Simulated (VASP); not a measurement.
# PbS in VASP: a series of runs

Runs on PbS. Level: PBE. Tasks: relaxation of cell and atoms, single point.

Everything below comes from runs of VASP 6.6.1. Logs are shortened: lines on timing, memory, paths and dates and some standing lists are left out, and cuts for length are marked.

## 1. The cell of the first run

The structure is cubic, space group Fm-3m (No. 225). Conventional cell: a = 5.990 Å, b = 5.990 Å, c = 5.990 Å, α = 90.00°, β = 90.00°, γ = 90.00°. Pb (site symmetry m-3m) has 6 S at 3.00 Å within 3.9 Å. Within 3.9 Å of S (site symmetry m-3m) lie 6 Pb at 3.00 Å.

## 2. Relaxation of cell and atoms, PBE, non-collinear spin, zero start, spin-orbit coupling (26.87 Å³/atom)

File POSCAR:

```
PbS
1.0
    0.0000000000      2.9951157712      2.9951157712
    2.9951157712      0.0000000000      2.9951157712
    2.9951157712      2.9951157712      0.0000000000
Pb S
1 1
Direct
    0.0000000000      0.0000000000      0.0000000000
    0.5000000000      0.5000000000      0.5000000000
```

File INCAR.step1:

```
GGA = PE
LSORBIT = T
MAGMOM = 0 0 0 0 0 0
LORBIT = 11
ISMEAR = 0
SIGMA = 0.03
LWAVE = F
LCHARG = F
NSW = 80
PREC = Accurate
LASPH = T
LREAL = F
ALGO = Normal
EDIFF = 1E-7
NELM = 200
GGA_COMPAT = F
IBRION = 2
ISIF = 3
EDIFFG = -0.002
NELMIN = 4
ENCUT = 690
EFERMI = MIDGAP
KPAR = 4
POTIM = 0.5
```

File INCAR.step4:

```
GGA = PE
LSORBIT = T
MAGMOM = 0 0 0 0 0 0
LORBIT = 11
ISMEAR = 0
SIGMA = 0.03
LWAVE = F
LCHARG = F
PREC = Accurate
LASPH = T
LREAL = F
ALGO = Normal
EDIFF = 1E-7
NELM = 200
GGA_COMPAT = F
ISIF = 2
ENCUT = 690
EFERMI = MIDGAP
KPAR = 4
```

File KPOINTS:

```
Automatic mesh
0
Gamma
  8 8 8
  0 0 0
```

Potentials or basis: VASP PAW PBE potentials, release 64 (Pb_d, S).

Run with:

```bash
cat potpaw_PBE.64/Pb_d/POTCAR potpaw_PBE.64/S/POTCAR > POTCAR
cp INCAR.step1 INCAR
cp POSCAR.step1 POSCAR
mpirun -np 4 vasp_ncl > vasp.out
cp CONTCAR POSCAR
mpirun -np 4 vasp_ncl > vasp.out
cp CONTCAR POSCAR
mpirun -np 4 vasp_ncl > vasp.out
cp CONTCAR POSCAR
cp INCAR.step4 INCAR
mpirun -np 4 vasp_ncl > vasp.out
```

OUTCAR:

```text
GGA = PE
   LSORBIT = T
   LORBIT = 11
   ISMEAR = 0
   PREC = Accurate
   LASPH = T
   LREAL = F
   EDIFF = 1E-7
   NELM = 200
   ISIF = 2
   ENCUT = 690
   EFERMI = MIDGAP

 ion  position               nearest neighbor table
   1  0.000  0.000  0.000-   2 3.00   2 3.00   2 3.00   2 3.00   2 3.00   2 3.00
   2  0.500  0.500  0.500-   1 3.00   1 3.00   1 3.00   1 3.00   1 3.00   1 3.00

  LATTYP: Found a face centered cubic cell.
 ALAT       =     6.0018002023

  Lattice vectors:

 A1 = (   0.0000000000,   3.0009001012,   3.0009001012)
 A2 = (   3.0009001012,   0.0000000000,   3.0009001012)
 A3 = (   3.0009001012,   3.0009001012,   0.0000000000)

Analysis of symmetry for initial positions (statically):
=====================================================================
 Subroutine PRICEL returns:
 Original cell was already a primitive cell.

 Routine SETGRP: Setting up the symmetry group for a
 face centered cubic supercell.

 Subroutine GETGRP returns: Found 48 space group operations
 (whereof 48 operations were pure point group operations)
 out of a pool of 48 trial point group operations.

The static configuration has the point symmetry O_h .

Analysis of symmetry for dynamics (positions and initial velocities):
=====================================================================
 Subroutine PRICEL returns:
 Original cell was already a primitive cell.

 Routine SETGRP: Setting up the symmetry group for a
 face centered cubic supercell.

 Subroutine GETGRP returns: Found 48 space group operations
 (whereof 48 operations were pure point group operations)
 out of a pool of 48 trial point group operations.

The dynamic configuration has the point symmetry O_h .

Analysis of structural, dynamic, and magnetic symmetry:
=====================================================================
 Subroutine PRICEL returns:
 Original cell was already a primitive cell.

 Routine SETGRP: Setting up the symmetry group for a
 face centered cubic supercell.

 Subroutine GETGRP returns: Found 48 space group operations
 (whereof 48 operations were pure point group operations)
 out of a pool of 48 trial point group operations.

The overall configuration has the point symmetry O_h .

 Subroutine INISYM returns: Found 48 space group operations
 (whereof 48 operations are pure point group operations),
 and found     1 'primitive' translations

[... 912 lines left out ...]
  external PRESSURE =       0.0169854 kB  Pullay stress =       0.0000000 kB

 VOLUME and BASIS-vectors are now :
 -----------------------------------------------------------------------------
  energy-cutoff  :      690.00
  volume of cell :       54.05
      direct lattice vectors                 reciprocal lattice vectors
     0.000000000  3.000900101  3.000900101    -0.166616676  0.166616676  0.166616676
     3.000900101  0.000000000  3.000900101     0.166616676 -0.166616676  0.166616676
     3.000900101  3.000900101  0.000000000     0.166616676  0.166616676 -0.166616676

 POSITION                                       TOTAL-FORCE (eV/Angst)
 -----------------------------------------------------------------------------------
      0.00000      0.00000      0.00000         0.000000     -0.000000      0.000000
      3.00090      3.00090      3.00090        -0.000000      0.000000     -0.000000
 -----------------------------------------------------------------------------------
    total drift:                                0.000000      0.000000      0.000000

  FREE ENERGIE OF THE ION-ELECTRON SYSTEM (eV)
  ---------------------------------------------------
  free  energy   TOTEN  =        -9.1462007923 eV

  energy  without entropy=       -9.1461992822  energy(sigma->0) =       -9.14620004

 Spin-Orbit-Coupling matrix elements

 Ion:    1  E_soc:     -0.7826652
 l=   1
     0.0000000    -0.0638057    -0.0638057
    -0.0638057     0.0000000    -0.0638057
    -0.0638057    -0.0638057     0.0000000
 l=   2
     0.0000000    -0.0134283     0.0000000    -0.0134283    -0.0532102
    -0.0134283     0.0000000    -0.0399076    -0.0134283    -0.0133025
     0.0000000    -0.0399076     0.0000000    -0.0399076     0.0000000
    -0.0134283    -0.0134283    -0.0399076     0.0000000    -0.0133025
    -0.0532102    -0.0133025     0.0000000    -0.0133025     0.0000000
 l=   3
     0.0000000     0.0000000     0.0000000     0.0000000     0.0000000     0.0000000     0.0000000
     0.0000000     0.0000000     0.0000000     0.0000000     0.0000000     0.0000000     0.0000000
     0.0000000     0.0000000     0.0000000     0.0000000     0.0000000     0.0000000     0.0000000
     0.0000000     0.0000000     0.0000000     0.0000000     0.0000000     0.0000000     0.0000000
     0.0000000     0.0000000     0.0000000     0.0000000     0.0000000     0.0000000     0.0000000
     0.0000000     0.0000000     0.0000000     0.0000000     0.0000000     0.0000000     0.0000000
     0.0000000     0.0000000     0.0000000     0.0000000     0.0000000     0.0000000     0.0000000

 Ion:    2  E_soc:     -0.0040513
 l=   1
     0.0000000    -0.0006752    -0.0006752
    -0.0006752     0.0000000    -0.0006752
    -0.0006752    -0.0006752     0.0000000
 l=   2
     0.0000000     0.0000000     0.0000000     0.0000000     0.0000000
     0.0000000     0.0000000     0.0000000     0.0000000     0.0000000
     0.0000000     0.0000000     0.0000000     0.0000000     0.0000000
     0.0000000     0.0000000     0.0000000     0.0000000     0.0000000
     0.0000000     0.0000000     0.0000000     0.0000000     0.0000000
 l=   3
     0.0000000     0.0000000     0.0000000     0.0000000     0.0000000     0.0000000     0.0000000
     0.0000000     0.0000000     0.0000000     0.0000000     0.0000000     0.0000000     0.0000000
     0.0000000     0.0000000     0.0000000     0.0000000     0.0000000     0.0000000     0.0000000
     0.0000000     0.0000000     0.0000000     0.0000000     0.0000000     0.0000000     0.0000000
     0.0000000     0.0000000     0.0000000     0.0000000     0.0000000     0.0000000     0.0000000
     0.0000000     0.0000000     0.0000000     0.0000000     0.0000000     0.0000000     0.0000000
     0.0000000     0.0000000     0.0000000     0.0000000     0.0000000     0.0000000     0.0000000

 total charge

# of ion       s       p       d       tot
------------------------------------------
    1        1.482   0.506   9.845  11.833
    2        1.352   2.321   0.000   3.673
--------------------------------------------------
tot          2.833   2.827   9.845  15.506

 magnetization (x)

# of ion       s       p       d       tot
------------------------------------------
    1        0.000  -0.000   0.000   0.000
    2       -0.000  -0.000   0.000  -0.000
--------------------------------------------------
tot          0.000  -0.000   0.000   0.000

 magnetization (y)

# of ion       s       p       d       tot
------------------------------------------
    1        0.000   0.000   0.000   0.000
    2        0.000   0.000   0.000   0.000
--------------------------------------------------
tot          0.000   0.000   0.000   0.000

 magnetization (z)

# of ion       s       p       d       tot
------------------------------------------
    1        0.000  -0.000   0.000   0.000
    2        0.000   0.000   0.000   0.000
--------------------------------------------------
tot          0.000  -0.000   0.000   0.000
```

OUTCAR.step1:

```text
GGA = PE
   LSORBIT = T
   LORBIT = 11
   ISMEAR = 0
   NSW = 80
   PREC = Accurate
   LASPH = T
   LREAL = F
   EDIFF = 1E-7
   NELM = 200
   IBRION = 2
   ISIF = 3
   EDIFFG = -0.002
   NELMIN = 4
[... 1157 lines left out ...]

 magnetization (y)

# of ion       s       p       d       tot
------------------------------------------
    1        0.000   0.000   0.000   0.000
    2       -0.000  -0.000   0.000  -0.000
--------------------------------------------------
tot          0.000  -0.000   0.000   0.000

 magnetization (z)

# of ion       s       p       d       tot
------------------------------------------
    1        0.000  -0.000   0.000   0.000
    2       -0.000  -0.000   0.000  -0.000
--------------------------------------------------
tot          0.000  -0.000   0.000   0.000
```

Wall time 3.6 min (4 MPI ranks of Intel Xeon 6975P-C (Granite Rapids), shared host); peak memory 0.45 GiB.

What came out:

```
Free energy                                           : -9.1462 eV
Relaxed volume                                        : 27.02 Å³/atom
Relaxed cell                                          : a = 4.244 Å, b = 4.244 Å, c = 4.244 Å, α = 60.00°, β = 60.00°, γ = 60.00°
Space group after relaxing (to 0.1 Å)                 : Fm-3m (No. 225)
Energy gained by relaxing                             : 0.2 meV/atom
Ionic steps                                           : 5
Pressure after relaxing                               : 0.0 GPa
Net moment                                            : 0.00 μB per cell
Valence electrons inside the program's atomic spheres : Pb 11.83; S 3.67
```

The path:
```csv
step,energy change (eV),largest force (eV/Å),pressure (GPa),volume (Å³)
1,0.0000,0.0000,0.31,53.74
2,-0.0003,0.0000,-0.08,54.14
3,-0.0003,0.0000,0.00,54.05
4,-0.0003,0.0000,0.00,54.05
5,-0.0003,0.0000,0.00,54.05
```

Final structure:
```xyz
2
Lattice="0.0000 3.0009 3.0009 3.0009 0.0000 3.0009 3.0009 3.0009 0.0000" Properties=species:S:1:pos:R:3 pbc="T T T"
Pb    0.0000    0.0000    0.0000
S     3.0009    3.0009    3.0009
```

Moments on the atoms (μB; x, y, z):
```
Pb  0.00 0.00 0.00
S   0.00 0.00 0.00
```

PBE usually gives volumes a little too large and moduli too small. Zero-point motion and thermal expansion aren't in these numbers.

## 3. Single point, PBE

This run uses another cell than the first one, of 26.09 Å³/atom.

File INCAR:

```
PREC     = Accurate       # precision mode
ENCUT    = 520            # plane-wave cutoff, eV
EDIFF    = 1E-6           # SCF threshold, eV
ISMEAR   = 0              # smearing method
SIGMA    = 0.05           # smearing width, eV
LREAL    = F              # projectors in reciprocal space
LASPH    = T              # aspherical terms in the spheres
NELM     = 60             # most SCF steps
ALGO     = Normal         # electronic algorithm
ISIF     = 2              # what is computed and relaxed
LWAVE    = F              # write WAVECAR
LCHARG   = T              # write CHGCAR
GGA      = PE             # functional
LELF     = T              # ELF
LVHAR    = T            
NBANDS   = 17             # bands
```

File KPOINTS:

```
regular mesh
0
Gamma
  13 13 13
```

File POSCAR:

```
PbS
1.0
    0.0000000000      2.9657500000      2.9657500000
    2.9657500000      0.0000000000      2.9657500000
    2.9657500000      2.9657500000      0.0000000000
Pb S
1 1
Direct
   -0.0115120000      0.0138610000     -0.0022760000
    0.4938690000      0.5052960000      0.4970370000
```

Potentials or basis: VASP PAW PBE potentials, release 64 (Pb_d, S).

Run with:

```bash
cat potpaw_PBE.64/Pb_d/POTCAR potpaw_PBE.64/S/POTCAR > POTCAR
mpirun -np 1 vasp_std > vasp.out
```

Run time: 4.4 min. Hardware: 1 thread of Intel Xeon 6975P-C (Granite Rapids), shared host; peak memory 0.93 GiB.

It converged, with:

| Property | Result |
| --- | --- |
| Free energy | -8.7552 eV |
| Pressure | 2.2 GPa |
| Largest force | 0.019 eV/Å |
| Band gap on the k mesh | 0.60 eV |

Forces in eV/Å, atoms in the order of the input:
```
Pb  -0.016  0.008 -0.006
S    0.016 -0.008  0.006
```

Levels at points of the mesh, in eV from the valence-band top:
```csv
k point,band 8,band 9,band 10,band 11,band 12,band 13
"(0.00, 0.00, 0.00)",-2.07,-2.07,-2.07,5.31,5.31,5.32
```

Caveat: spin-orbit coupling is left out, which moves the levels of the heavy elements. A k mesh can miss the band edges.
